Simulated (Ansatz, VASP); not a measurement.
## One calculation of Mg, two programs

INCAR

```
PREC = Accurate ; ENCUT = 600
EDIFF = 1E-6 ; ISMEAR = -1
SIGMA = 0.05 ; LREAL = False
LASPH = True ; NELM = 120
ALGO = Normal ; ISIF = 2
LWAVE = False ; LCHARG = True
GGA = PE ; LELF = True
LVHAR = True ; NBANDS = 7
GGA_COMPAT = False
```

Contents of KPOINTS:

```
regular mesh
0
Gamma
  17 17 17
```

POSCAR

```
Mg
1.0
   -1.5892244679      1.5892244679      1.5892244679
    1.5892244679     -1.5892244679      1.5892244679
    1.5892244679      1.5892244679     -1.5892244679
Mg
1
Direct
    0.0000000000      0.0000000000      0.0000000000
```

Input for Ansatz:

```yaml
crystal:
  lattice:
    - [-1.5892244679, 1.5892244679, 1.5892244679]
    - [1.5892244679, -1.5892244679, 1.5892244679]
    - [1.5892244679, 1.5892244679, -1.5892244679]
  atoms:
    - { symbol: Mg, position: [0.0, 0.0, 0.0] }
kpoints:
  mp_grid: { grid: [17, 17, 17] }
scf:
  occupations: { method: fermi_dirac, width: 0.05 }
hamiltonian:
  xc: pbe
  pseudopotentials: { kind: all_electron, lapw: { basis_error: 0.001 } }
output:
  forces: true
  stress: true
  eigenvalues: true
  populations: true
```

Change from the starting cell: volume scaled by 0.7, LAPW.

Alike in both runs: task single point; functional PBE; k mesh 17 × 17 × 17; occupations fermi-dirac, width 0.05 eV; no spin polarisation.

|  | VASP | Ansatz |
| --- | --- | --- |
| version | VASP 6.6.1 | Ansatz 0.2.0 |
| potentials or method | VASP PAW PBE potentials, release 64 (Mg), cutoff 600 eV | all-electron LAPW, scalar-relativistic |

|  | VASP | Ansatz | Ansatz less VASP |
| --- | --- | --- | --- |
| pressure (GPa) | 25.4 | 25.2 | -0.14 |

Ansatz ran all-electron here, and VASP with PAW potentials.
